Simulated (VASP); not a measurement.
A run of VASP 6.6.1 is set up as follows.

INCAR

```
PREC = Accurate ; ENCUT = 520
EDIFF = 1E-6 ; ISMEAR = 0
SIGMA = 0.1 ; LREAL = False
LASPH = True ; NELM = 60
ALGO = Normal ; ISIF = 2
LWAVE = False ; LCHARG = False
GGA = PE ; NBANDS = 33
```

The input KPOINTS:

```
Automatic mesh
0
Gamma
  8 8 6
```

Contents of POSCAR:

```
TiTe2
1.0
    4.5179663738      0.0000000000      0.0000000000
    0.0000000000      4.5179663738      0.0000000000
    0.0000000000      0.0000000000      7.4513234898
Ti Te
2 4
Direct
    0.0000000000      0.5000000000      0.7624926030
    0.5000000000      0.0000000000      0.2375073970
    0.0000000000      0.0000000000      0.0000000000
    0.5000000000      0.5000000000      0.0000000000
    0.0000000000      0.5000000000      0.3798326599
    0.5000000000      0.0000000000      0.6201673401
```

Potentials or basis: VASP PAW PBE potentials, release 64 (Ti_sv, Te).

Launch:

```console
$ cat potpaw_PBE.64/Ti_sv/POTCAR potpaw_PBE.64/Te/POTCAR > POTCAR
$ mpirun -np 1 vasp_std > vasp.out
```

Q: Predict the pressure.

A: 0.0 GPa.

Q: Predict the band gap on the k mesh.

A: Zero (band 24 reaches 8.11 eV, above the bottom of band 25 at 8.06 eV).

Q: Predict the largest force.

A: 0.014 eV/Å.

Forces in eV/Å, atoms in the order of the input:
```
Ti   0.000  0.000 -0.014
Ti   0.000  0.000  0.014
Te   0.000  0.000  0.000
Te   0.000  0.000  0.000
Te   0.000  0.000 -0.006
Te   0.000  0.000  0.006
```

Caveat: spin-orbit coupling is left out, which moves the levels of the heavy elements.
